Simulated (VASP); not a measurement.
Write the native input for VASP 6.6.1 that does the following.

* Task: single point
* Functional: PBE
* Potentials or basis: VASP PAW PBE potentials, release 64 (Zn, In_d, Cl)
* Cutoff: 520 eV
* k mesh: 6 × 6 × 6
* Occupations: gaussian, width 0.1 eV
* Spin: no spin polarisation
* Dipole correction: no
* Further INCAR settings: ALGO = Normal; EDIFF = 1e-06; NBANDS = 42

The structure of ZnIn2Cl4 lies in POSCAR:

```
ZnIn2Cl4
1.0
   -2.5321658160      2.5321658160      7.7582121886
    2.5321658160     -2.5321658160      7.7582121886
    2.5321658160      2.5321658160     -7.7582121886
Zn In Cl
1 2 4
Direct
    0.0000000000      0.0000000000      0.0000000000
    0.3617566290      0.3617566290      0.0000000000
    0.6382433710      0.6382433710      0.0000000000
    0.8464589246      0.8464589246      0.0000000000
    0.0000000000      0.5000000000      0.5000000000
    0.5000000000      0.0000000000      0.5000000000
    0.1535410754      0.1535410754      0.0000000000
```

The input as run:

INCAR

```
SYSTEM = ZnIn2Cl4
ALGO     = Normal         ! electronic algorithm
EDIFF    = 1E-6           ! SCF threshold, eV
ENCUT    = 520            ! plane-wave cutoff, eV
GGA      = PE             ! functional
ISIF     = 2              ! what is computed and relaxed
ISMEAR   = 0              ! smearing method
LASPH    = .True.         ! aspherical terms in the spheres
LCHARG   = .False.        ! write CHGCAR
LREAL    = .False.        ! projectors in reciprocal space
LWAVE    = .False.        ! write WAVECAR
NBANDS   = 42             ! bands
NELM     = 80             ! most SCF steps
PREC     = Accurate       ! precision mode
SIGMA    = 0.1            ! smearing width, eV
```

KPOINTS

```
k-points
0
Gamma
  6 6 6
  0 0 0
```

Potentials or basis: VASP PAW PBE potentials, release 64 (Zn, In_d, Cl).

Launch:

```console
$ cat potpaw_PBE.64/Zn/POTCAR potpaw_PBE.64/In_d/POTCAR potpaw_PBE.64/Cl/POTCAR > POTCAR
$ mpirun -np 1 vasp_std > vasp.out
```

It gave:

```json
{"Pressure": "0.1 GPa", "Largest force": "0.033 eV/Å", "Band gap on the k mesh": "2.12 eV (least direct gap 2.59 eV)"}
```

Caveat: spin-orbit coupling is left out, which moves the levels of the heavy elements.

Run time: 10 min on 1 thread of Intel(R) Xeon(R) Platinum 8488C (Sapphire Rapids) (shared host), peak memory 0.69 GiB.
